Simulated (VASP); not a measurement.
# TiCo2 (I4_1/amd) in VASP: single point with PBEsol

Aim: the single point of TiCo2 with PBEsol.

Program: VASP 6.6.1. These are calculated values, not measurements. Logs are shortened: lines on timing, memory, paths and dates and some standing lists are left out, and cuts for length are marked.

### Step 1. The cell of the first run

It takes space group I4_1/amd (No. 141, tetragonal). The conventional cell has a = 4.263 Å, b = 4.263 Å, c = 6.291 Å, α = 90.00°, β = 90.00°, γ = 90.00°. Ti (site symmetry -4m2) has 12 Co at 2.51 to 2.59 Å and 4 Ti at 2.65 Å within 3.3 Å. Co (site symmetry 2/m) has 6 Co at 2.13 to 2.18 Å and 6 Ti at 2.51 to 2.59 Å within 2.8 Å.

### Step 2. Single point, PBEsol (strain -0.080 along x and y, -0.040 along z)

Input file INCAR:

```
SYSTEM = TiCo2
PREC = Accurate
ENCUT = 520
EDIFF = 1E-6
ISMEAR = 0
SIGMA = 0.15
LREAL = .FALSE.
LASPH = .TRUE.
NELM = 100
ALGO = Fast
ISIF = 2
LWAVE = .FALSE.
LCHARG = .TRUE.
GGA = PS
LELF = .TRUE.
LVHAR = .TRUE.
NBANDS = 39
```

Input file KPOINTS:

```
Automatic mesh
0
G
  12 12 12
  0 0 0
```

Input file POSCAR:

```
TiCo2
1.0
    0.0000000000      3.0142128540      3.1452655868
    3.0142128540      0.0000000000      3.1452655868
    3.0142128540      3.0142128540      0.0000000000
Ti Co
2 4
Direct
    0.5000000000      0.5000000000      0.5000000000
    0.7500000000      0.7500000000      0.7500000000
    0.1250000000      0.1250000000      0.1250000000
    0.6250000000      0.1250000000      0.1250000000
    0.1250000000      0.1250000000      0.6250000000
    0.1250000000      0.6250000000      0.1250000000
```

Potentials or basis: VASP PAW PBE potentials, release 64 (Ti_sv, Co).

Started as:

```sh
$ cat potpaw_PBE.64/Ti_sv/POTCAR potpaw_PBE.64/Co/POTCAR > POTCAR
$ mpirun -np 1 vasp_std > vasp.out
```

OUTCAR:

```text
SYSTEM = TiCo2
   PREC = Accurate
   ENCUT = 520
   EDIFF = 1E-6
   ISMEAR = 0
   LREAL = .FALSE.
   LASPH = .TRUE.
   NELM = 100
   ISIF = 2
   GGA = PS

 ion  position               nearest neighbor table
   1  0.500  0.500  0.500-   3 2.51   5 2.51   3 2.51   5 2.51   4 2.51   6 2.51   4 2.51   6 2.51
                             5 2.59   3 2.59   4 2.59   6 2.59   2 2.65   2 2.65   2 2.65   2 2.65
   2  0.750  0.750  0.750-   4 2.51   6 2.51   4 2.51   6 2.51   3 2.51   5 2.51   3 2.51   5 2.51
                             5 2.59   3 2.59   4 2.59   6 2.59   1 2.65   1 2.65   1 2.65   1 2.65
   3  0.125  0.125  0.125-   5 2.13   5 2.13   6 2.18   4 2.18   6 2.18   4 2.18   1 2.51   2 2.51
                             1 2.51   2 2.51   1 2.59   2 2.59
   4  0.625  0.125  0.125-   6 2.13   6 2.13   3 2.18   3 2.18   5 2.18   5 2.18   2 2.51   2 2.51
                             1 2.51   1 2.51   2 2.59   1 2.59
   5  0.125  0.125  0.625-   3 2.13   3 2.13   4 2.18   6 2.18   6 2.18   4 2.18   1 2.51   2 2.51
                             1 2.51   2 2.51   1 2.59   2 2.59
   6  0.125  0.625  0.125-   4 2.13   4 2.13   3 2.18   3 2.18   5 2.18   5 2.18   2 2.51   2 2.51
                             1 2.51   1 2.51   1 2.59   2 2.59

  LATTYP: Found a body centered tetragonal cell.
 ALAT       =     4.2627406980
 C/A-ratio  =     1.4757011086

  Lattice vectors:

 A1 = (  -3.0142128540,   0.0000000000,   3.1452655868)
 A2 = (   3.0142128540,   0.0000000000,   3.1452655868)
 A3 = (   0.0000000000,   3.0142128540,  -3.1452655868)

Analysis of symmetry for initial positions (statically):
=====================================================================
 Subroutine PRICEL returns:
 Original cell was already a primitive cell.

 Routine SETGRP: Setting up the symmetry group for a
 body centered tetragonal supercell.

 Subroutine GETGRP returns: Found 16 space group operations
 (whereof  8 operations were pure point group operations)
 out of a pool of 16 trial point group operations.

The static configuration has the point symmetry D_2d.
 The point group associated with its full space group is D_4h.

Analysis of symmetry for dynamics (positions and initial velocities):
=====================================================================
 Subroutine PRICEL returns:
 Original cell was already a primitive cell.

 Routine SETGRP: Setting up the symmetry group for a
 body centered tetragonal supercell.

 Subroutine GETGRP returns: Found 16 space group operations
 (whereof  8 operations were pure point group operations)
 out of a pool of 16 trial point group operations.

The dynamic configuration has the point symmetry D_2d.
 The point group associated with its full space group is D_4h.

 Subroutine INISYM returns: Found 16 space group operations
 (whereof  8 operations are pure point group operations),
 and found     1 'primitive' translations

----------------------------------------------------------------------------------------

                                     Primitive cell

  volume of cell :      57.1525

  direct lattice vectors                    reciprocal lattice vectors
     0.000000000  3.014212854  3.145265587    -0.165880787  0.165880787  0.158969087
     3.014212854  0.000000000  3.145265587     0.165880787 -0.165880787  0.158969087
     3.014212854  3.014212854  0.000000000     0.165880787  0.165880787 -0.158969087

  length of vectors
     4.356394695  4.356394695  4.262740698     0.283379678  0.283379678  0.283379678

  position of ions in fractional coordinates (direct lattice)
     0.500000000  0.500000000  0.500000000
     0.750000000  0.750000000  0.750000000
     0.125000000  0.125000000  0.125000000
     0.625000000  0.125000000  0.125000000
     0.125000000  0.125000000  0.625000000
     0.125000000  0.625000000  0.125000000

  ion indices of the primitive-cell ions
   primitive index   ion index
                 1           1
                 2           2
                 3           3
                 4           4
                 5           5
                 6           6

----------------------------------------------------------------------------------------

 KPOINTS: Automatic mesh

Automatic generation of k-mesh.
 Grid dimensions read from file:
 generate k-points for:   12   12   12

 Generating k-lattice:

  Cartesian coordinates                     Fractional coordinates (reciprocal lattice)
    -0.013823399  0.013823399  0.013247424     0.083333333  0.000000000  0.000000000
     0.013823399 -0.013823399  0.013247424     0.000000000  0.083333333  0.000000000
     0.013823399  0.013823399 -0.013247424     0.000000000  0.000000000  0.083333333

  Length of vectors
     0.023614973  0.023614973  0.023614973

  Shift w.r.t. Gamma in fractional coordinates (k-lattice)
     0.000000000  0.000000000  0.000000000

 Subroutine IBZKPT returns following result:
 ===========================================

 Found    163 irreducible k-points:

 Following reciprocal coordinates:
            Coordinates               Weight
  0.000000  0.000000  0.000000      1.000000
  0.083333  0.000000  0.000000      8.000000
  0.166667 -0.000000  0.000000      8.000000
  0.250000 -0.000000  0.000000      8.000000
  0.333333 -0.000000  0.000000      8.000000
  0.416667 -0.000000  0.000000      8.000000
[... 16 lines left out ...]
  0.500000  0.166667  0.000000      8.000000
 -0.416667  0.166667  0.000000      8.000000
 [... further k-points ...]
   k-points           NKPTS =    163   k-points in BZ     NKDIM =    163   number of bands    NBANDS=     39
   number of dos      NEDOS =    301   number of ions     NIONS =      6
   total plane-waves  NPLWV =  32768
   dimension x,y,z NGX =    32 NGY =   32 NGZ =   32
   dimension x,y,z NGXF=    64 NGYF=   64 NGZF=   64
   ions per type =               2   4
   NGX,Y,Z   is equivalent  to a cutoff of  12.21, 12.21, 12.48 a.u.
   NGXF,Y,Z  is equivalent  to a cutoff of  24.42, 24.42, 24.96 a.u.
 SYSTEM =  TiCo2
   PREC   = accura    normal or accurate (medium, high low for compatibility)
   ISTART =      0    job   : 0-new  1-cont  2-samecut
   ICHARG =      2    charge: 1-file 2-atom 10-const
   ISPIN  =      1    spin polarized calculation?
   LNONCOLLINEAR =      F non collinear calculations
   LSORBIT =      F    spin-orbit coupling
   LASPH  =      T    aspherical Exc in radial PAW
   ENCUT  =  520.0 eV  38.22 Ry    6.18 a.u.   8.10  8.10  7.93*2*pi/ulx,y,z
   NELM   =    100;   NELMIN=  2; NELMDL= -5     # of ELM steps
   EDIFF  = 0.1E-05   stopping-criterion for ELM
   LREAL  =      F    real-space projection
   EDIFFG = 0.1E-04   stopping-criterion for IOM
   NSW    =      0    number of steps for IOM
   IBRION =     -1    ionic relax: 0-MD 1-quasi-New 2-CG
   NFREE  =      0    steps in history (QN), initial steepest desc. (CG)
   ISIF   =      2    stress and relaxation
   ISYM   =      2    0-nonsym 1-usesym 2-fastsym
   POTIM  = 0.5000    time-step for ionic-motion
   TEBEG  =    0.0;   TEEND  =   0.0 temperature during run
   PSTRESS=    0.0 pullay stress
   NELECT =      60.0000    total number of electrons
   NUPDOWN=      -1.0000    fix difference up-down
   EMIN   =  10.00;   EMAX   =-10.00  energy-range for DOS
   EFERMI =   0.00;   METHOD = LEGACY
   ISMEAR =     0;   SIGMA  =   0.15  broadening in eV -4-tet -1-fermi 0-gaus
   EFERMI_NEDOS =   21; number of points for ismear=-14 and -15
   IALGO  =     68    algorithm
   IMIX   =      4    mixing-type and parameters
     AMIX     =   0.40;   BMIX     =  1.00
     AMIX_MAG =   1.60;   BMIX_MAG =  1.00
  volume/ion in A,a.u.               =       9.53        64.28
  Fermi-wavevector in a.u.,A,eV,Ry     =   1.663848  3.144216 37.666214  2.768389
  Thomas-Fermi vector in A             =   2.750494
   LORBIT       =      0    0 simple, 1 ext, 2 COOP (PROOUT), +10 PAW based schemes
   GGA     = PS    functional components
   LHFCALC =     F    Hartree Fock is set to
   AEXX    =    0.0000 exact exchange contribution
   IVDW    =     0    specifies the selected vdW correction
   LEPSILON=     F    determine dielectric tensor
   LRPA    =     F    only Hartree local field effects (RPA)
 non-spin polarized calculation
 RMM-DIIS sequential band-by-band and
 Gauss-broadening in eV      SIGMA  =   0.15
  energy-cutoff  :      520.00
  volume of cell :       57.15
 maximum number of plane-waves:      1560
   NGX = 17   NGY = 17   NGZ = 15

 number of electron      59.9999996 magnetization

 Free energy of the ion-electron system (eV)
  ---------------------------------------------------
  ext. energy  EPLUGINS =         0.00000000
  ---------------------------------------------------
  free energy    TOTEN  =       -47.21219266 eV

  energy without entropy =      -47.13902145  energy(sigma->0) =      -47.17560705

 E-fermi :  13.8903     XC(G=0): -14.5459

 val. band max:       13.8838343200   @ k =  -0.3333   0.3333   0.0000
 cond. band min:      13.8935033521   @ k =   0.4167   0.0000   0.4167
 fundamental gap:      0.0096690321
 Fermi energy:        13.8903187267

 k-point     1 :       0.0000    0.0000    0.0000
  band No.  band energies     occupation
      1     -42.6034      2.00000
      2     -42.3563      2.00000
      3     -19.1693      2.00000
      4     -19.1431      2.00000
      5     -19.1431      2.00000
      6     -18.7202      2.00000
[... 31 lines left out ...]
     38      15.8363      0.00000
     39      17.3039      0.00000

 k-point     2 :       0.0833    0.0000    0.0000
  band No.  band energies     occupation
      1     -42.6001      2.00000
      2     -42.3595      2.00000
      3     -19.1709      2.00000
      4     -19.1462      2.00000
      5     -19.1435      2.00000
      6     -18.7209      2.00000
[... 913 lines left out ...]
     38      16.3042      0.00000
     39      17.1774      0.00000

 k-point    24 :      -0.4167    0.1667    0.0000
  band No.  band energies     occupation
      1     -42.5300      2.00000
      2     -42.4288      2.00000
      3     -19.2522      2.00000
      4     -19.1947      2.00000
      5     -19.0926      2.00000
      6     -18.7782      2.00000
[... 31 lines left out ...]
     38      16.1369      0.00000
     39      16.9809      0.00000

 [... further k-points ...]

------------------------ aborting loop because EDIFF is reached ----------------------------------------

  FORCE on cell =-STRESS in cart. coord.  units (eV):
  Direction    XX          YY          ZZ          XY          YZ          ZX
  --------------------------------------------------------------------------------------
  -------------------------------------------------------------------------------------
  Total       27.9813709     27.9813709     22.9540558      0.0000000      0.0000000      0.0000000
  in kB      784.4123392    784.4123392    643.4797153      0.0000000      0.0000000      0.0000000
  external PRESSURE =     737.4347979 kB  Pullay stress =       0.0000000 kB

 VOLUME and BASIS-vectors are now :
 -----------------------------------------------------------------------------
  energy-cutoff  :      520.00
  volume of cell :       57.15
      direct lattice vectors                 reciprocal lattice vectors
     0.000000000  3.014212854  3.145265587    -0.165880787  0.165880787  0.158969087
     3.014212854  0.000000000  3.145265587     0.165880787 -0.165880787  0.158969087
     3.014212854  3.014212854  0.000000000     0.165880787  0.165880787 -0.158969087

 POSITION                                       TOTAL-FORCE (eV/Angst)
 -----------------------------------------------------------------------------------
      3.01421      3.01421      3.14527         0.000000      0.000000     -0.000000
      4.52132      4.52132      4.71790         0.000000     -0.000000      0.000000
      0.75355      0.75355      0.78632        -0.000000     -0.000000      0.000000
      0.75355      2.26066      2.35895         0.000000      0.000000      0.000000
      2.26066      2.26066      0.78632         0.000000      0.000000     -0.000000
      2.26066      0.75355      2.35895        -0.000000      0.000000     -0.000000
 -----------------------------------------------------------------------------------
    total drift:                                0.000000     -0.000000      0.000000

  FREE ENERGIE OF THE ION-ELECTRON SYSTEM (eV)
  ---------------------------------------------------
  free  energy   TOTEN  =       -47.2121926585 eV

  energy  without entropy=      -47.1390214478  energy(sigma->0) =      -47.17560705
```

Wall time 18 min (1 thread of Intel Xeon 8259CL, shared host); peak memory 0.4 GiB.

What came out:

- Free energy: -47.2122 eV
- Pressure: 73.7 GPa
- Band gap on the k mesh: zero (bands 30 and 31 overlap by 0.95 eV)

Stress tensor (GPa, compression positive):
```
78.44  0.00  0.00
 0.00 78.44  0.00
 0.00  0.00 64.35
```

Caveat: the cell differs from its parent crystal (strain -0.080 along x and y, -0.040 along z); the cell stands under pressure; the PAW data sets were made with another functional, which shifts forces and pressure a little; the run has no spin polarisation, though such a crystal can be magnetic. Spin polarisation is off, so any magnetic state and its effect on volume and gap are missing.
